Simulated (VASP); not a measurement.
# Si4O7 (a cell with a defect) in VASP: a series of runs

The runs below take Si4O7 (a cell with a defect) through single point, with PBE.

All numbers are computed with VASP 6.6.1; they aren't measurements. Logs are shortened: lines on timing, memory, paths and dates and some standing lists are left out, and cuts for length are marked.

### Step 1. The cell of the first run

The cell holds a defect, 11 atoms: a = 5.080 Å, b = 5.080 Å, c = 7.091 Å, α = 90.00°, β = 90.00°, γ = 90.00°.

### Step 2. Single point, PBE

The input, INCAR:

```
SYSTEM = Si4O7
ALGO     = Normal         ! electronic algorithm
EDIFF    = 1E-6           ! SCF threshold, eV
ENCUT    = 520            ! plane-wave cutoff, eV
GGA      = PE             ! functional
ISIF     = 2              ! what is computed and relaxed
ISMEAR   = 0              ! smearing method
LASPH    = .True.         ! aspherical terms in the spheres
LCHARG   = .False.        ! write CHGCAR
LREAL    = .False.        ! projectors in reciprocal space
LWAVE    = .False.        ! write WAVECAR
NBANDS   = 40             ! bands
NELM     = 100            ! most SCF steps
PREC     = Accurate       ! precision mode
SIGMA    = 0.05           ! smearing width, eV
```

The input, KPOINTS:

```
k-points
0
Gamma
  4 4 4
  0 0 0
```

The input, POSCAR:

```
Si4O7
1.0
    5.0799801732      0.0000000000      0.0000000000
    0.0000000000      5.0799801732      0.0000000000
    0.0000000000      0.0000000000      7.0914769300
Si O
4 7
Direct
    0.2944292339      0.2944292339      0.0000000000
    0.2055707661      0.7944292339      0.2500000000
    0.7055707661      0.7055707661      0.5000000000
    0.7944292339      0.2055707661      0.7500000000
    0.4053663613      0.7409644515      0.4248320116
    0.7590355485      0.9053663613      0.6748320116
    0.5946336387      0.2590355485      0.9248320116
    0.7409644515      0.4053663613      0.5751679884
    1.3314859816      1.0690174683      0.1342815942
    0.2590355485      0.5946336387      0.0751679884
    0.0946336387      0.2409644515      0.8251679884
```

Potentials or basis: VASP PAW PBE potentials, release 64 (Si, O).

On the command line:

```sh
> cat potpaw_PBE.64/Si/POTCAR potpaw_PBE.64/O/POTCAR > POTCAR
> mpirun -np 1 vasp_std > vasp.out
```

OUTCAR:

```text
SYSTEM = Si4O7
   EDIFF = 1E-6
   ENCUT = 520
   GGA = PE
   ISIF = 2
   ISMEAR = 0
   LASPH = .True.
   LREAL = .False.
   NELM = 100
   PREC = Accurate

 ion  position               nearest neighbor table
   1  0.294  0.294  0.000-   9 1.50  11 1.63  10 1.63   7 1.63   2 3.13   4 3.13   2 3.13   4 3.13

   2  0.206  0.794  0.250-   5 1.63  10 1.63   9 1.74   3 3.13   1 3.13   1 3.13   3 3.13
   3  0.706  0.706  0.500-   6 1.63   5 1.63   8 1.63   4 3.13   2 3.13   4 3.13   2 3.13
   4  0.794  0.206  0.750-   7 1.63   8 1.63   6 1.63  11 1.63   1 3.13   3 3.13   3 3.13   1 3.13

   5  0.405  0.741  0.425-   2 1.63   3 1.63
   6  0.759  0.905  0.675-   3 1.63   4 1.63
   7  0.595  0.259  0.925-   4 1.63   1 1.63
   8  0.741  0.405  0.575-   4 1.63   3 1.63
   9  0.331  0.069  0.134-   1 1.50   2 1.74
  10  0.259  0.595  0.075-   2 1.63   1 1.63
  11  0.095  0.241  0.825-   1 1.63   4 1.63

  LATTYP: Found a simple tetragonal cell.
 ALAT       =     5.0799801732
 C/A-ratio  =     1.3959654739

  Lattice vectors:

 A1 = (   5.0799801732,   0.0000000000,   0.0000000000)
 A2 = (   0.0000000000,   5.0799801732,   0.0000000000)
 A3 = (   0.0000000000,   0.0000000000,   7.0914769300)

Analysis of symmetry for initial positions (statically):
=====================================================================
 Subroutine PRICEL returns:
 Original cell was already a primitive cell.

 Routine SETGRP: Setting up the symmetry group for a
 simple tetragonal supercell.

 Subroutine GETGRP returns: Found  1 space group operations
 (whereof  1 operations were pure point group operations)
 out of a pool of 16 trial point group operations.

The static configuration has the point symmetry C_1 .

Analysis of symmetry for dynamics (positions and initial velocities):
=====================================================================
 Subroutine PRICEL returns:
 Original cell was already a primitive cell.

 Routine SETGRP: Setting up the symmetry group for a
 simple tetragonal supercell.

 Subroutine GETGRP returns: Found  1 space group operations
 (whereof  1 operations were pure point group operations)
 out of a pool of 16 trial point group operations.

The dynamic configuration has the point symmetry C_1 .

 Subroutine INISYM returns: Found  1 space group operations
 (whereof  1 operations are pure point group operations),
 and found     1 'primitive' translations

----------------------------------------------------------------------------------------

                                     Primitive cell

  volume of cell :     183.0041

  direct lattice vectors                    reciprocal lattice vectors
     5.079980173  0.000000000  0.000000000     0.196851162  0.000000000  0.000000000
     0.000000000  5.079980173  0.000000000     0.000000000  0.196851162  0.000000000
     0.000000000  0.000000000  7.091476930     0.000000000  0.000000000  0.141014349

  length of vectors
     5.079980173  5.079980173  7.091476930     0.196851162  0.196851162  0.141014349

  position of ions in fractional coordinates (direct lattice)
     0.294429234  0.294429234  0.000000000
     0.205570766  0.794429234  0.250000000
     0.705570766  0.705570766  0.500000000
     0.794429234  0.205570766  0.750000000
     0.405366361  0.740964451  0.424832012
     0.759035549  0.905366361  0.674832012
     0.594633639  0.259035549  0.924832012
     0.740964451  0.405366361  0.575167988
     0.331485982  0.069017468  0.134281594
     0.259035549  0.594633639  0.075167988
     0.094633639  0.240964451  0.825167988

  ion indices of the primitive-cell ions
   primitive index   ion index
                 1           1
                 2           2
                 3           3
                 4           4
                 5           5
                 6           6
                 7           7
                 8           8
                 9           9
                10          10
                11          11

----------------------------------------------------------------------------------------

[... 57 lines left out ...]
      5     -17.9322      2.00000
      6     -17.8813      2.00000
[... 32 lines left out ...]
     39      10.0135      0.00000
     40      10.3388      0.00000

 k-point     2 :       0.2500    0.0000    0.0000
  band No.  band energies     occupation
      1     -19.6778      2.00000
      2     -19.1957      2.00000
      3     -18.6694      2.00000
      4     -17.9802      2.00000
      5     -17.9536      2.00000
      6     -17.9199      2.00000
[... 32 lines left out ...]
     39       9.7458      0.00000
     40      10.3485      0.00000

 k-point     3 :       0.0000    0.2500    0.0000
  band No.  band energies     occupation
      1     -19.6369      2.00000
      2     -18.9894      2.00000
      3     -18.8595      2.00000
      4     -18.1325      2.00000
      5     -18.0521      2.00000
      6     -17.8347      2.00000
[... 32 lines left out ...]
     39       9.8538      0.00000
     40      10.2379      0.00000

 k-point     4 :       0.5000    0.0000    0.0000
  band No.  band energies     occupation
      1     -19.5435      2.00000
      2     -19.3305      2.00000
      3     -18.5771      2.00000
      4     -18.0555      2.00000
      5     -17.9631      2.00000
      6     -17.9294      2.00000
[... 32 lines left out ...]
     39       9.7738      0.00000
     40      10.3396      0.00000
[... 772 lines left out ...]
     39       9.9799      0.00000
     40      10.4631      0.00000

 k-point    23 :      -0.2500    0.5000    0.2500
  band No.  band energies     occupation
      1     -19.2854      2.00000
      2     -19.1508      2.00000
      3     -18.6805      2.00000
      4     -18.5643      2.00000
      5     -18.1033      2.00000
      6     -17.8448      2.00000
[... 32 lines left out ...]
     39       9.8154      0.00000
     40      10.1137      0.00000

 k-point    24 :       0.5000   -0.2500    0.2500
  band No.  band energies     occupation
      1     -19.3975      2.00000
      2     -19.2171      2.00000
      3     -18.7281      2.00000
      4     -18.2309      2.00000
      5     -18.0580      2.00000
      6     -17.8930      2.00000
[... 32 lines left out ...]
     39      10.0912      0.00000
     40      10.4603      0.00000

 [... further k-points ...]

------------------------ aborting loop because EDIFF is reached ----------------------------------------

  FORCE on cell =-STRESS in cart. coord.  units (eV):
  Direction    XX          YY          ZZ          XY          YZ          ZX
  --------------------------------------------------------------------------------------
  -------------------------------------------------------------------------------------
  Total       -2.1291365      5.0797050      3.8237909     -1.0428863     -2.7607269      3.4188154
  in kB      -18.6403202     44.4721723     33.4768042     -9.1303373    -24.1698137     29.9312945
  external PRESSURE =      19.7695521 kB  Pullay stress =       0.0000000 kB

 VOLUME and BASIS-vectors are now :
 -----------------------------------------------------------------------------
  energy-cutoff  :      520.00
  volume of cell :      183.00
      direct lattice vectors                 reciprocal lattice vectors
     5.079980173  0.000000000  0.000000000     0.196851162  0.000000000  0.000000000
     0.000000000  5.079980173  0.000000000     0.000000000  0.196851162  0.000000000
     0.000000000  0.000000000  7.091476930     0.000000000  0.000000000  0.141014349

 POSITION                                       TOTAL-FORCE (eV/Angst)
 -----------------------------------------------------------------------------------
      1.49569      1.49569      0.00000         0.400056      2.981117     -3.547595
      1.04430      4.03568      1.77287        -0.964426      1.368109     -0.306555
      3.58429      3.58429      3.54574         1.662725      0.319943     -0.685576
      4.03568      1.04430      5.31861        -0.203541      0.256640      0.853541
      2.05925      3.76408      3.01269         0.445050     -0.064312      0.169908
      3.85589      4.59924      4.78556        -0.008963     -0.119103     -0.127553
      3.02073      1.31590      6.55842         1.616491      1.072761     -1.871823
      3.76408      2.05925      4.07879         0.006736      0.156537     -0.522855
      1.68394      0.35061      0.95225        -2.204079     -5.138727      6.016115
      1.31590      3.02073      0.53305        -0.464560     -0.907088      0.071912
      0.48074      1.22409      5.85166        -0.285490      0.074121     -0.049519
 -----------------------------------------------------------------------------------
    total drift:                                0.000191     -0.000117     -0.000243

  FREE ENERGIE OF THE ION-ELECTRON SYSTEM (eV)
  ---------------------------------------------------
  free  energy   TOTEN  =       -82.6342403720 eV

  energy  without entropy=      -82.6342403720  energy(sigma->0) =      -82.63424037
```

Wall time 2.2 min (1 thread of AMD EPYC 9R45 (Zen 5), shared host); peak memory 0.35 GiB.

Results:

```
Free energy            : -82.6342 eV
Pressure               : 2.0 GPa
Largest force          : 8.213 eV/Å
Band gap on the k mesh : 2.43 eV
```

Forces in eV/Å, atoms in the order of the input:
```
Si   0.400  2.981 -3.548
Si  -0.964  1.368 -0.307
Si   1.663  0.320 -0.686
Si  -0.204  0.257  0.854
O    0.445 -0.064  0.170
O   -0.009 -0.119 -0.128
O    1.616  1.073 -1.872
O    0.007  0.157 -0.523
O   -2.204 -5.139  6.016
O   -0.465 -0.907  0.072
O   -0.285  0.074 -0.050
```

Stress tensor (GPa, compression positive):
```
-1.86 -0.91  2.99
-0.91  4.45 -2.42
 2.99 -2.42  3.35
```

Levels at points of the mesh, in eV from the valence-band top:
```csv
k point,band 26,band 27,band 28,band 29,band 30,band 31,band 32,band 33
"(0.00, 0.00, 0.00)",-1.97,-1.87,-1.69,-1.19,3.31,4.69,5.76,6.18
"(0.50, 0.00, 0.00)",-2.42,-2.18,-1.67,-0.12,2.43,5.18,5.56,5.95
"(0.00, 0.50, 0.00)",-2.47,-2.26,-1.93,-0.71,3.21,4.64,6.19,6.84
"(0.50, 0.50, 0.00)",-2.49,-2.30,-1.98,-0.18,2.68,4.62,5.60,6.87
"(0.00, 0.00, 0.50)",-2.22,-2.00,-1.65,-0.87,2.93,4.88,5.92,6.25
"(0.50, 0.00, 0.50)",-2.56,-1.97,-1.66,-0.25,2.57,5.24,5.41,6.31
"(0.00, 0.50, 0.50)",-2.34,-1.95,-1.90,-1.05,3.34,4.95,5.95,6.33
"(0.50, 0.50, 0.50)",-2.42,-2.30,-2.10,0.00,2.56,4.68,5.52,6.85
```

Caveat: the cell differs from its parent crystal (atoms taken out, atom 9 moved 1.125 of the way to it and -0.450 Å across, host rigid).

### Step 3. Single point, PBE

The input, INCAR:

```
  ALGO = Normal
  EDIFF = 1E-7
  ENCUT = 520
  GGA = PE
  ISIF = 2
  ISMEAR = 0
  LASPH = T
  LCHARG = F
  LREAL = F
  LWAVE = F
  NBANDS = 40
  NELM = 100
  PREC = Accurate
  SIGMA = 0.05
```

The input, KPOINTS:

```
k-points
0
Gamma
  4 4 4
```

Changes to POSCAR since step 2:

```diff
@@ -16,3 +16,3 @@
     0.7409644515      0.4053663613      0.5751679884
-    1.3314859816      1.0690174683      0.1342815942
+    1.2100565596      1.2379322976      0.1886776450
     0.2590355485      0.5946336387      0.0751679884
```

Potentials or basis: VASP PAW PBE potentials, release 64 (Si, O).

On the command line:

```sh
> cat potpaw_PBE.64/Si/POTCAR potpaw_PBE.64/O/POTCAR > POTCAR
> mpirun -np 1 vasp_std > vasp.out
```

Run time: 6 min. Hardware: 1 thread of Intel Xeon Platinum 8488C (Sapphire Rapids), shared host; peak memory 0.38 GiB.

It converged, with:

| Item | Value |
| --- | --- |
| Free energy | -79.7012 eV |
| Pressure | 4.0 GPa |
| Largest force | 14.407 eV/Å |
| Band gap on the k mesh | 1.94 eV |

Forces in eV/Å, atoms in the order of the input:
```
Si   2.296  2.467 -8.350
Si  -2.522  0.735  0.273
Si   1.972  0.170 -0.815
Si   0.364  0.025  0.232
O    0.353  0.376 -0.234
O   -0.085 -0.027  0.053
O   -0.023 -0.311 -0.050
O   -0.115  0.067 -0.123
O   -2.680 -9.378 10.603
O    0.496  6.129 -1.142
O   -0.057 -0.255 -0.447
```

Stress tensor (GPa, compression positive):
```
-1.61  1.11 -0.04
 1.11  3.56 -4.58
-0.04 -4.58 10.06
```

Levels at points of the mesh, in eV from the valence-band top:
| k point | band 26 | band 27 | band 28 | band 29 | band 30 | band 31 | band 32 | band 33 |
| --- | --- | --- | --- | --- | --- | --- | --- | --- |
| (0.00, 0.00, 0.00) | -2.27 | -1.99 | -1.68 | -0.61 | 2.32 | 4.08 | 5.42 | 5.73 |
| (0.50, 0.00, 0.00) | -2.53 | -1.94 | -1.49 | 0.00 | 1.94 | 4.39 | 4.94 | 5.51 |
| (0.00, 0.50, 0.00) | -2.39 | -2.05 | -2.02 | -0.86 | 2.77 | 4.58 | 5.34 | 5.91 |
| (0.50, 0.50, 0.00) | -2.65 | -2.07 | -2.01 | -0.15 | 2.37 | 4.54 | 5.10 | 5.43 |
| (0.00, 0.00, 0.50) | -2.40 | -1.93 | -1.68 | -0.48 | 2.11 | 4.55 | 4.71 | 6.25 |
| (0.50, 0.00, 0.50) | -2.54 | -1.86 | -1.54 | -0.05 | 2.01 | 4.35 | 4.92 | 5.41 |
| (0.00, 0.50, 0.50) | -2.27 | -2.17 | -1.95 | -0.91 | 2.81 | 4.71 | 5.41 | 5.99 |
| (0.50, 0.50, 0.50) | -2.75 | -2.03 | -1.94 | -0.11 | 2.32 | 4.55 | 5.17 | 5.37 |

Caveat: the cell differs from its parent crystal (atoms taken out, atom 9 moved 1.125 of the way to it and +0.675 Å across, host rigid).

### Step 4. Single point, PBE

The input, INCAR:

```
PREC     = Accurate       # precision mode
ENCUT    = 520            # plane-wave cutoff, eV
EDIFF    = 1E-6           # SCF threshold, eV
ISMEAR   = 0              # smearing method
SIGMA    = 0.05           # smearing width, eV
LREAL    = F              # projectors in reciprocal space
LASPH    = T              # aspherical terms in the spheres
NELM     = 100            # most SCF steps
ALGO     = Normal         # electronic algorithm
ISIF     = 2              # what is computed and relaxed
LWAVE    = F              # write WAVECAR
LCHARG   = F              # write CHGCAR
GGA      = PE             # functional
NBANDS   = 40             # bands
```

The input, KPOINTS:

```
Automatic mesh
0
Gamma
  4 4 4
```

Changes to POSCAR since step 3:

```diff
@@ -16,3 +16,3 @@
     0.7409644515      0.4053663613      0.5751679884
-    1.2100565596      1.2379322976      0.1886776450
+    1.0245936376      0.9944005253      0.2717584203
     0.2590355485      0.5946336387      0.0751679884
```

On the command line:

```sh
> cat potpaw_PBE.64/Si/POTCAR potpaw_PBE.64/O/POTCAR > POTCAR
> mpirun -np 1 vasp_std > vasp.out
```

It took 5 min on 1 thread of Intel Xeon Platinum 8488C (Sapphire Rapids), shared host; peak memory 0.38 GiB.

It converged, with:

| Item | Value |
| --- | --- |
| Free energy | -78.7463 eV |
| Pressure | 5.8 GPa |
| Largest force | 13.990 eV/Å |
| Band gap on the k mesh | 0.35 eV |

Forces on the atoms (eV/Å):
```
Si  -0.112 -1.713  0.685
Si   8.807 -9.101 -1.306
Si   1.309  0.246 -0.478
Si   0.168 -0.182 -0.084
O    0.003 -0.194 -0.350
O   -0.101  0.045  0.287
O    0.230  0.217 -0.140
O   -0.143 -0.101  0.081
O   -9.796  9.934  1.038
O   -0.282  0.750  0.508
O   -0.084  0.100 -0.242
```

Stress tensor (GPa, compression positive):
```
 8.33 -9.52  0.74
-9.52  9.15  2.69
 0.74  2.69 -0.14
```

Levels at points of the mesh, in eV from the valence-band top:
| k point | band 27 | band 28 | band 29 | band 30 | band 31 | band 32 |
| --- | --- | --- | --- | --- | --- | --- |
| (0.00, 0.00, 0.00) | -3.78 | -3.33 | -1.32 | 0.64 | 3.85 | 4.08 |
| (0.50, 0.00, 0.00) | -3.77 | -3.60 | -0.49 | 0.60 | 2.91 | 4.17 |
| (0.00, 0.50, 0.00) | -3.73 | -3.61 | -0.42 | 0.62 | 2.93 | 4.12 |
| (0.50, 0.50, 0.00) | -3.91 | -3.60 | -0.15 | 1.07 | 2.96 | 3.30 |
| (0.00, 0.00, 0.50) | -3.66 | -3.59 | -0.90 | 0.35 | 3.53 | 3.90 |
| (0.50, 0.00, 0.50) | -3.89 | -3.44 | -0.73 | 0.83 | 2.93 | 4.22 |
| (0.00, 0.50, 0.50) | -3.81 | -3.45 | -0.66 | 0.87 | 2.95 | 4.18 |
| (0.50, 0.50, 0.50) | -4.07 | -3.61 | 0.00 | 0.98 | 2.99 | 3.26 |

Caveat: the cell differs from its parent crystal (atoms taken out, atom 9 moved 0.500 of the way to it and +0.450 Å across, host rigid).

### Step 5. Single point, PBE

The input, INCAR:

```
SYSTEM = Si4O7
PREC = Accurate
ENCUT = 520
EDIFF = 1E-6
ISMEAR = 0
SIGMA = 0.05
LREAL = .FALSE.
LASPH = .TRUE.
NELM = 100
ALGO = Normal
ISIF = 2
LWAVE = .FALSE.
LCHARG = .FALSE.
GGA = PE
NBANDS = 40
```

The input, KPOINTS:

```
regular mesh
0
G
  4 4 4
  0 0 0
```

Changes to POSCAR since step 4:

```diff
@@ -16,3 +16,3 @@
     0.7409644515      0.4053663613      0.5751679884
-    1.0245936376      0.9944005253      0.2717584203
+    0.8567945924      0.8266014802      0.3469264087
     0.2590355485      0.5946336387      0.0751679884
```

On the command line:

```sh
> cat potpaw_PBE.64/Si/POTCAR potpaw_PBE.64/O/POTCAR > POTCAR
> mpirun -np 1 vasp_std > vasp.out
```

It took 4.1 min on 1 thread of Intel Xeon Platinum 8488C (Sapphire Rapids), shared host; peak memory 0.38 GiB.

It converged, with:

| Quantity | Value |
| --- | --- |
| Free energy | -82.1620 eV |
| Pressure | 1.4 GPa |
| Largest force | 11.423 eV/Å |
| Band gap on the k mesh | 2.50 eV |

Forces in eV/Å, atoms in the order of the input:
```
Si  -0.256 -2.548  0.975
Si  -1.519  3.290  0.069
Si  -3.643 -1.899  5.586
Si  -0.032 -0.771 -0.315
O   -2.042 -0.428 -0.077
O   -0.294  0.336  1.394
O    0.006  0.272  0.148
O    0.128  0.203 -0.312
O    8.192  1.428 -7.832
O   -0.536 -0.069  0.491
O   -0.002  0.187 -0.127
```

Stress tensor (GPa, compression positive):
```
 0.75  2.05 -2.47
 2.05 -1.86  0.91
-2.47  0.91  5.38
```

Levels at points of the mesh, in eV from the valence-band top:
| k point | band 27 | band 28 | band 29 | band 30 | band 31 | band 32 |
| --- | --- | --- | --- | --- | --- | --- |
| (0.00, 0.00, 0.00) | -2.19 | -1.80 | -1.00 | 3.42 | 4.29 | 5.54 |
| (0.50, 0.00, 0.00) | -2.32 | -2.04 | -0.84 | 3.57 | 4.64 | 5.60 |
| (0.00, 0.50, 0.00) | -2.50 | -1.97 | 0.00 | 2.50 | 4.98 | 5.42 |
| (0.50, 0.50, 0.00) | -2.50 | -2.07 | -0.06 | 2.73 | 4.99 | 5.30 |
| (0.00, 0.00, 0.50) | -2.28 | -1.93 | -0.79 | 3.06 | 4.87 | 4.99 |
| (0.50, 0.00, 0.50) | -2.21 | -1.99 | -0.96 | 3.63 | 5.06 | 5.63 |
| (0.00, 0.50, 0.50) | -2.54 | -1.84 | -0.08 | 2.60 | 4.89 | 5.41 |
| (0.50, 0.50, 0.50) | -2.67 | -2.15 | 0.00 | 2.72 | 5.00 | 5.40 |

Caveat: the cell differs from its parent crystal (atoms taken out, atom 9 moved 0.000 of the way to it and +0.450 Å across, host rigid).

### Step 6. Summary

```tsv
cell	gap on the mesh (eV)	pressure (GPa)	largest force (eV/Å)
as given, atomic positions A	2.43	2.0	8.21
as given, atomic positions B	1.94	4.0	14.41
as given, atomic positions C	0.35	5.8	13.99
as given, atomic positions D	2.50	1.4	11.42
```

Alike in all rows: task single point; level PBE; potentials or basis VASP PAW PBE potentials, release 64 (Si, O); no spin polarisation; k mesh 4 × 4 × 4; cutoff (eV) 520; smearing gaussian 0.05 eV.

Absolute energies hang on the potentials; compare differences alone.
